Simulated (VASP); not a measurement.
# Mn2Te3S (Cmmm) in VASP: relaxation of cell and atoms with PBE

Aim: the relaxation of cell and atoms of Mn2Te3S with PBE.

Program: VASP 6.6.1. These are calculated values, not measurements. Logs are shortened: lines on timing, memory, paths and dates and some standing lists are left out, and cuts for length are marked.

## Step 1: The cell of the first run

The structure is orthorhombic, space group Cmmm (No. 65). Conventional cell: a = 5.431 Å, b = 12.057 Å, c = 4.244 Å, α = 90.00°, β = 90.00°, γ = 90.00°. Within 3.1 Å of Mn (site symmetry m2m) lie 5 Te at 2.36 to 2.84 Å. Within 3.1 Å of Te (site symmetry m2m) lie 3 Mn at 2.36 to 2.72 Å and 2 S at 2.77 Å. Within 3.6 Å of Te (site symmetry mmm) lie 2 S at 2.72 Å and 4 Mn at 2.84 Å. Within 3.6 Å of S (site symmetry mmm) lie 6 Te at 2.72 to 2.77 Å.

The cell was generated, and may not be a known phase.

## Step 2: Relaxation of cell and atoms, PBE, collinear spin, ferromagnetic start

The input, INCAR:

```
SYSTEM = Mn2Te3S
ALGO = Normal ; EDIFF = 1E-6
EDIFFG = -0.08 ; ENCUT = 600
GGA = PE ; IBRION = 2
ISIF = 3 ; ISMEAR = 0
ISPIN = 2 ; LASPH = .TRUE.
LCHARG = .FALSE. ; LMAXMIX = 4
LORBIT = 11 ; LREAL = .FALSE.
LWAVE = .FALSE. ; MAGMOM = 4 4 0 0 0 0
NELM = 150 ; NSW = 36
PREC = Accurate ; SIGMA = 0.15
```

The input, KPOINTS:

```
k-points
0
G
  3 3 3
  0 0 0
```

The input, POSCAR:

```
Mn2Te3S
1.0
    2.7153934500     -6.0284350500      0.0000000000
    2.7153934500      6.0284350500      0.0000000000
    0.0000000000      0.0000000000      4.2443007800
Mn Te S
2 3 1
Direct
    0.6562623200      0.3437376800      0.5000000000
    0.3437376800      0.6562623200      0.5000000000
    0.1478336900      0.8521663100      0.5000000000
    0.8521663100      0.1478336900      0.5000000000
    0.5000000000      0.5000000000      0.0000000000
    0.0000000000      0.0000000000      0.0000000000
```

Potentials or basis: VASP PAW PBE potentials, release 64 (Mn_pv, Te, S).

Started as:

```bash
> cat potpaw_PBE.64/Mn_pv/POTCAR potpaw_PBE.64/Te/POTCAR potpaw_PBE.64/S/POTCAR > POTCAR
> mpirun -np 1 vasp_std > vasp.out
```

OUTCAR:

```text
SYSTEM = Mn2Te3S
   EDIFF = 1E-6
   EDIFFG = -0.08
   ENCUT = 600
   GGA = PE
   IBRION = 2
   ISIF = 3
   ISMEAR = 0
   ISPIN = 2
   LASPH = .TRUE.
   LORBIT = 11
   LREAL = .FALSE.
   NELM = 150
   NSW = 36
   PREC = Accurate

 ion  position               nearest neighbor table
   1  0.656  0.344  0.500-   4 2.36   3 2.72   3 2.72   5 2.84   5 2.84
   2  0.344  0.656  0.500-   3 2.36   4 2.72   4 2.72   5 2.84   5 2.84
   3  0.148  0.852  0.500-   2 2.36   1 2.72   1 2.72   6 2.77   6 2.77   4 3.56   4 3.67   4 3.67

   4  0.852  0.148  0.500-   1 2.36   2 2.72   2 2.72   6 2.77   6 2.77   3 3.56   3 3.67   3 3.67

   5  0.500  0.500  0.000-   6 2.72   6 2.72   1 2.84   1 2.84   2 2.84   2 2.84
   6  0.000  0.000  0.000-   5 2.72   5 2.72   3 2.77   3 2.77   4 2.77   4 2.77

  LATTYP: Found a base centered orthorhombic cell.
 ALAT       =     5.4307869000
 B/A-ratio  =     2.2200963363
 C/A-ratio  =     0.7815259295

  Lattice vectors:

 A1 = (   2.7153934500,  -6.0284350500,   0.0000000000)
 A2 = (   2.7153934500,   6.0284350500,   0.0000000000)
 A3 = (   0.0000000000,   0.0000000000,   4.2443007800)

Analysis of symmetry for initial positions (statically):
=====================================================================
 Subroutine PRICEL returns:
 Original cell was already a primitive cell.

 Routine SETGRP: Setting up the symmetry group for a
 base centered orthorhombic supercell.

 Subroutine GETGRP returns: Found  8 space group operations
 (whereof  8 operations were pure point group operations)
 out of a pool of  8 trial point group operations.

The static configuration has the point symmetry D_2h.

Analysis of symmetry for dynamics (positions and initial velocities):
=====================================================================
 Subroutine PRICEL returns:
 Original cell was already a primitive cell.

 Routine SETGRP: Setting up the symmetry group for a
 base centered orthorhombic supercell.

 Subroutine GETGRP returns: Found  8 space group operations
 (whereof  8 operations were pure point group operations)
 out of a pool of  8 trial point group operations.

The dynamic configuration has the point symmetry D_2h.

Analysis of structural, dynamic, and magnetic symmetry:
=====================================================================
 Subroutine PRICEL returns:
 Original cell was already a primitive cell.

 Routine SETGRP: Setting up the symmetry group for a
 base centered orthorhombic supercell.

 Subroutine GETGRP returns: Found  8 space group operations
 (whereof  8 operations were pure point group operations)
 out of a pool of  8 trial point group operations.

The overall configuration has the point symmetry D_2h.

 Subroutine INISYM returns: Found  8 space group operations
 (whereof  8 operations are pure point group operations),
 and found     1 'primitive' translations

----------------------------------------------------------------------------------------

                                     Primitive cell

  volume of cell :     138.9548

  direct lattice vectors                    reciprocal lattice vectors
     2.715393450 -6.028435050  0.000000000     0.184135378 -0.082940265  0.000000000
     2.715393450  6.028435050  0.000000000     0.184135378  0.082940265  0.000000000
     0.000000000  0.000000000  4.244300780     0.000000000  0.000000000  0.235610069

  length of vectors
     6.611761546  6.611761546  4.244300780     0.201952779  0.201952779  0.235610069

  position of ions in fractional coordinates (direct lattice)
     0.656262320  0.343737680  0.500000000
     0.343737680  0.656262320  0.500000000
     0.147833690  0.852166310  0.500000000
     0.852166310  0.147833690  0.500000000
     0.500000000  0.500000000  0.000000000
     0.000000000  0.000000000  0.000000000

  ion indices of the primitive-cell ions
   primitive index   ion index
                 1           1
                 2           2
                 3           3
                 4           4
                 5           5
                 6           6

----------------------------------------------------------------------------------------

 KPOINTS: k-points

Automatic generation of k-mesh.
 Grid dimensions read from file:
 generate k-points for:    3    3    3

 Generating k-lattice:

  Cartesian coordinates                     Fractional coordinates (reciprocal lattice)
     0.061378459 -0.027646755  0.000000000     0.333333333  0.000000000  0.000000000
     0.061378459  0.027646755  0.000000000     0.000000000  0.333333333  0.000000000
     0.000000000  0.000000000  0.078536690     0.000000000  0.000000000  0.333333333

  Length of vectors
     0.067317593  0.067317593  0.078536690

  Shift w.r.t. Gamma in fractional coordinates (k-lattice)
     0.000000000  0.000000000  0.000000000

 Subroutine IBZKPT returns following result:
 ===========================================

 Found      8 irreducible k-points:

 Following reciprocal coordinates:
            Coordinates               Weight
  0.000000  0.000000  0.000000      1.000000
  0.333333 -0.000000  0.000000      4.000000
  0.333333  0.333333  0.000000      2.000000
 -0.333333  0.333333  0.000000      2.000000
  0.000000  0.000000  0.333333      2.000000
  0.333333 -0.000000  0.333333      8.000000
  0.333333  0.333333  0.333333      4.000000
 -0.333333  0.333333  0.333333      4.000000
   k-points           NKPTS =      8   k-points in BZ     NKDIM =      8   number of bands    NBANDS=     34
   number of dos      NEDOS =    301   number of ions     NIONS =      6
   total plane-waves  NPLWV = 104976
   dimension x,y,z NGX =    54 NGY =   54 NGZ =   36
   dimension x,y,z NGXF=   108 NGYF=  108 NGZF=   72
   ions per type =               2   3   1
   NGX,Y,Z   is equivalent  to a cutoff of  13.58, 13.58, 14.10 a.u.
   NGXF,Y,Z  is equivalent  to a cutoff of  27.16, 27.16, 28.20 a.u.
 SYSTEM =  Mn2Te3S
   PREC   = accura    normal or accurate (medium, high low for compatibility)
   ISTART =      0    job   : 0-new  1-cont  2-samecut
   ICHARG =      2    charge: 1-file 2-atom 10-const
   ISPIN  =      2    spin polarized calculation?
   LNONCOLLINEAR =      F non collinear calculations
   LSORBIT =      F    spin-orbit coupling
   LASPH  =      T    aspherical Exc in radial PAW
   ENCUT  =  600.0 eV  44.10 Ry    6.64 a.u.  13.21 13.21  8.48*2*pi/ulx,y,z
   NELM   =    150;   NELMIN=  2; NELMDL= -5     # of ELM steps
   EDIFF  = 0.1E-05   stopping-criterion for ELM
   LREAL  =      F    real-space projection
   EDIFFG = -.8E-01   stopping-criterion for IOM
   NSW    =     36    number of steps for IOM
   IBRION =      2    ionic relax: 0-MD 1-quasi-New 2-CG
   NFREE  =      1    steps in history (QN), initial steepest desc. (CG)
   ISIF   =      3    stress and relaxation
   ISYM   =      2    0-nonsym 1-usesym 2-fastsym
   POTIM  = 0.5000    time-step for ionic-motion
   TEBEG  =    0.0;   TEEND  =   0.0 temperature during run
   PSTRESS=    0.0 pullay stress
   NELECT =      50.0000    total number of electrons
   NUPDOWN=      -1.0000    fix difference up-down
   EMIN   =  10.00;   EMAX   =-10.00  energy-range for DOS
   EFERMI =   0.00;   METHOD = LEGACY
   ISMEAR =     0;   SIGMA  =   0.15  broadening in eV -4-tet -1-fermi 0-gaus
   EFERMI_NEDOS =   21; number of points for ismear=-14 and -15
   IALGO  =     38    algorithm
   IMIX   =      4    mixing-type and parameters
     AMIX     =   0.40;   BMIX     =  1.00
     AMIX_MAG =   1.60;   BMIX_MAG =  1.00
  volume/ion in A,a.u.               =      23.16       156.29
  Fermi-wavevector in a.u.,A,eV,Ry     =   1.164413  2.200421 18.447559  1.355857
  Thomas-Fermi vector in A             =   2.300951
   LORBIT       =     11    0 simple, 1 ext, 2 COOP (PROOUT), +10 PAW based schemes
   GGA     = PE    functional components
   LHFCALC =     F    Hartree Fock is set to
   AEXX    =    0.0000 exact exchange contribution
   IVDW    =     0    specifies the selected vdW correction
   LEPSILON=     F    determine dielectric tensor
   LRPA    =     F    only Hartree local field effects (RPA)
 conjugate gradient relaxation of ions
 spin polarized calculation
 Gauss-broadening in eV      SIGMA  =   0.15
  energy-cutoff  :      600.00
  volume of cell :      138.95
 maximum number of plane-waves:      4659
 NGX is ok and might be reduce to    54
   NGX = 27   NGY = 27   NGZ = 17

--------------------------------------- Ionic step        1  -------------------------------------------

 number of electron      50.0000007 magnetization       6.5499887

 Free energy of the ion-electron system (eV)
  ---------------------------------------------------
  ext. energy  EPLUGINS =         0.00000000
  ---------------------------------------------------
  free energy    TOTEN  =       -29.23888121 eV

  energy without entropy =      -29.16849852  energy(sigma->0) =      -29.20368987

 E-fermi :   7.2758     XC(G=0): -10.0986

 val. band max:        7.2750518630   @ k =  -0.3333   0.3333   0.0000
 cond. band min:       7.3517453815   @ k =  -0.3333   0.3333   0.0000
 fundamental gap:      0.0766935185
 Fermi energy:         7.2757623938

 spin component 1

 k-point     1 :       0.0000    0.0000    0.0000
  band No.  band energies     occupation
      1     -42.6353      1.00000
      2     -42.6345      1.00000
      3     -42.6100      1.00000
      4     -42.6055      1.00000
      5     -42.4092      1.00000
      6     -42.4046      1.00000
[... 699 lines left out ...]
  FREE ENERGIE OF THE ION-ELECTRON SYSTEM (eV)
  ---------------------------------------------------
  free  energy   TOTEN  =       -30.1301176380 eV

  energy  without entropy=      -30.0721795116  energy(sigma->0) =      -30.10114857

[... ionic steps 4 to 9 ...]

--------------------------------------- Ionic step       10  -------------------------------------------

 number of electron      49.9999984 magnetization       8.0633826

------------------------ aborting loop because EDIFF is reached ----------------------------------------
[... 75 lines left out ...]
--------------------------------------- Ionic step       12  -------------------------------------------

 number of electron      49.9999989 magnetization       8.0891218

 Free energy of the ion-electron system (eV)
  ---------------------------------------------------
  ext. energy  EPLUGINS =         0.00000000
  ---------------------------------------------------
  free energy    TOTEN  =       -30.41265254 eV

  energy without entropy =      -30.39411940  energy(sigma->0) =      -30.40338597

 E-fermi :   5.2708     XC(G=0):  -9.1880

 val. band max:        5.2467496086   @ k =   0.0000   0.0000   0.0000
 cond. band min:       5.3020772004   @ k =  -0.3333   0.3333   0.0000
 fundamental gap:      0.0553275917
 Fermi energy:         5.2708410384

 spin component 1

 k-point     1 :       0.0000    0.0000    0.0000
  band No.  band energies     occupation
      1     -45.3989      1.00000
      2     -45.3986      1.00000
      3     -45.3233      1.00000
      4     -45.3226      1.00000
      5     -45.2700      1.00000
      6     -45.2678      1.00000
[... 617 lines left out ...]
  FREE ENERGIE OF THE ION-ELECTRON SYSTEM (eV)
  ---------------------------------------------------
  free  energy   TOTEN  =       -30.4126525431 eV

  energy  without entropy=      -30.3941193972  energy(sigma->0) =      -30.40338597

 reached required accuracy - stopping structural energy minimisation

 total charge

# of ion       s       p       d       tot
------------------------------------------
    1        0.274   6.172   4.952  11.398
    2        0.274   6.172   4.952  11.398
    3        1.385   1.954   0.042   3.381
    4        1.385   1.954   0.042   3.381
    5        1.390   1.862   0.049   3.301
    6        1.386   2.218   0.000   3.604
--------------------------------------------------
tot          6.093  20.332  10.037  36.462

 magnetization (x)

# of ion       s       p       d       tot
------------------------------------------
    1        0.061   0.035   3.872   3.968
    2        0.061   0.035   3.872   3.968
    3        0.006  -0.127   0.007  -0.114
    4        0.006  -0.127   0.007  -0.114
    5        0.012   0.018   0.010   0.040
    6       -0.007  -0.204   0.000  -0.211
--------------------------------------------------
tot          0.140  -0.369   7.767   7.538
```

Wall time 10 min (1 thread of Intel Xeon 6975P-C (Granite Rapids), shared host); peak memory 0.45 GiB.

Results:

- Free energy: -30.4127 eV
- Relaxed volume: 27.92 Å³/atom
- Relaxed cell: a = 7.195 Å, b = 7.195 Å, c = 4.703 Å, α = 90.00°, β = 90.00°, γ = 136.52°
- Space group after relaxing (to 0.1 Å): Cmmm (No. 65)
- Energy gained by relaxing: 195.6 meV/atom
- Ionic steps: 12
- Pressure after relaxing: -0.2 GPa
- Largest force after relaxing: 0.069 eV/Å
- Net moment: 8.09 μB per cell
- Site moments: Mn +3.97; Te -0.11, +0.04 (each value once); S -0.21 μB
- Valence electrons inside the program's atomic spheres: Mn 11.40; Te 3.38, 3.30 (each value once); S 3.60

Forces in eV/Å, atoms in the order of the input:
```
Mn   0.000  0.069  0.000
Mn   0.000 -0.069  0.000
Te   0.000 -0.005  0.000
Te   0.000  0.005  0.000
Te   0.000  0.000  0.000
S    0.000  0.000  0.000
```

The path:
| step | energy change (eV) | largest force (eV/Å) | pressure (GPa) | volume (Å³) |
| --- | --- | --- | --- | --- |
| 1 | 0.0000 | 2.4571 | 8.13 | 138.95 |
| 2 | -0.8459 | 0.8535 | -1.07 | 163.53 |
| 3 | -0.8912 | 0.6834 | 0.18 | 157.57 |
| 4 | -1.0071 | 0.6150 | 0.12 | 159.27 |
| 5 | -1.1202 | 0.2519 | 1.04 | 162.41 |
| 6 | -1.1226 | 0.3053 | 0.85 | 161.99 |
| 7 | -1.1502 | 0.1546 | -0.36 | 167.08 |
| 8 | -1.1502 | 0.1625 | -0.28 | 166.83 |
| 9 | -1.1561 | 0.1693 | -0.04 | 166.82 |
| 10 | -1.1566 | 0.1957 | 0.04 | 166.82 |
| 11 | -1.1636 | 0.1583 | -0.03 | 167.02 |
| 12 | -1.1738 | 0.0690 | -0.25 | 167.49 |

Final structure:
```xyz
6
Lattice="2.6648 -6.6830 0.0000 2.6648 6.6830 0.0000 0.0000 0.0000 4.7025" Properties=species:S:1:pos:R:3 pbc="T T T"
Mn    2.6648   -1.9029    2.3513
Mn    2.6648    1.9029    2.3513
Te    2.6648    4.5823    2.3513
Te    2.6648   -4.5823    2.3513
Te    2.6648    0.0000    0.0000
S     0.0000    0.0000    0.0000
```

Caveat: the k points lie up to 0.45 Å⁻¹ apart in the final cell; the volume moved by over 15 % at a fixed basis, so the end points are rough; spin-orbit coupling is left out, which moves the levels of the heavy elements; semilocal functionals often make such compounds metallic where correlation or magnetic order opens a gap, which also shifts bond lengths; the run started ferromagnetic, and an antiferromagnetic order may lie lower in energy; the relaxation stopped at a loose force limit of 0.08 eV/Å, so its end isn't a converged minimum. With open d or f shells a metallic result of PBE can be an artefact of self-interaction; +U or a hybrid may open a gap.
